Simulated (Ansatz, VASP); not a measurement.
## Pb in VASP and in Ansatz

The input INCAR:

```
SYSTEM = Pb
PREC = Accurate ; ENCUT = 520
EDIFF = 1E-8 ; ISMEAR = -1
SIGMA = 0.08 ; LREAL = .FALSE.
LASPH = .TRUE. ; NELM = 60
ALGO = Normal ; ISIF = 2
LWAVE = .FALSE. ; LCHARG = .FALSE.
GGA = PE ; LEFG = .TRUE.
NBANDS = 21
```

KPOINTS

```
regular mesh
0
G
  7 7 4
  0 0 0
```

Contents of POSCAR:

```
Pb
1.0
    3.4800006906      0.0000000000      0.0000000000
   -1.7400003453      3.0137690032      0.0000000000
    0.0000000000      0.0000000000      5.5900000000
Pb
2
Direct
    0.3333333333      0.6666666667      0.2500000000
    0.6666666667      0.3333333333      0.7500000000
```

Input for Ansatz:

```yaml
crystal:
  lattice:
    - [3.4800006906, 0.0, 0.0]
    - [-1.7400003453, 3.0137690032, 0.0]
    - [0.0, 0.0, 5.59]
  atoms:
    - { symbol: Pb, position: [0.3333333333, 0.6666666667, 0.25] }
    - { symbol: Pb, position: [0.6666666667, 0.3333333333, 0.75] }
kpoints:
  mp_grid: { grid: [7, 7, 4] }
scf:
  occupations: { method: fermi_dirac, width: 0.08 }
hamiltonian:
  xc: pbe
  pseudopotentials: { kind: paw }
output:
  forces: true
  stress: true
  eigenvalues: true
  efg: { contact_densities: true }
```

Alike in both runs: task electric field gradients; functional PBE; k mesh 7 × 7 × 4; occupations fermi-dirac, width 0.08 eV; no spin polarisation.

|  | VASP | Ansatz |
| --- | --- | --- |
| version | VASP 6.6.1 | Ansatz 0.2.0 |
| potentials or method | VASP PAW PBE potentials, release 64 (Pb_d) | PAW with Ansatz's default frozen-core files, scalar-relativistic |
| plane-wave cutoff (eV) | 520 | 420 |
| valence electrons in the cell | 28 | 28 |

Ansatz gave:

- pressure (GPa): 3.9
- traceless stress, the component that is largest in VASP (GPa): -0.35
- size of Vzz on the site where it differs most (V/Å²): 20.0

Problem. Which values does VASP return?

Solution. Pressure (GPa): 3.8; traceless stress, the component that is largest in VASP (GPa): -0.34; size of Vzz on the site where it differs most (V/Å²): 20.1.

Spin-orbit coupling is off throughout.
